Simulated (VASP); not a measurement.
The system is Si2W.

```
Si W
1.0
     4.57944    0.00000    0.00000
    -2.28972    3.96591    0.00000
     0.00000    0.00000    6.60996
Si W
6 3
Direct
  0.83642 0.67284 0.50000
  0.16358 0.83642 0.83333
  0.67284 0.83642 0.16667
  0.16358 0.32716 0.50000
  0.83642 0.16358 0.83333
  0.32716 0.16358 0.16667
  0.00000 0.50000 0.16667
  0.50000 0.50000 0.83333
  0.50000 0.00000 0.50000
```

Base run:

```yaml
Program: VASP 6.6.1
Functional: LDA
Potentials_or_basis: VASP PAW LDA potentials, release 64 (Si, W_sv)
Cutoff: 520 eV
k_mesh: 6 × 6 × 4
Occupations: fermi-dirac, width 0.02 eV
Spin: no spin polarisation
```

Its results: band gap on the k mesh zero (band 33 reaches 12.65 eV, above the bottom of band 34 at 12.63 eV); pressure -3.7 GPa; largest force 0.045 eV/Å.

Question: The run is repeated on the same cell with these changes: functional from LDA to PBE; potentials or basis from VASP PAW LDA potentials, release 64 (Si, W_sv) to VASP PAW PBE potentials, release 64 (Si, W_sv). What comes out?

Answer: Band gap on the k mesh 0.01 eV, indirect (least direct gap 0.68 eV); pressure 4.8 GPa; largest force 0.005 eV/Å.

Caveats: spin-orbit coupling is left out, which moves the levels of the heavy elements.

A k mesh can miss the band edges.
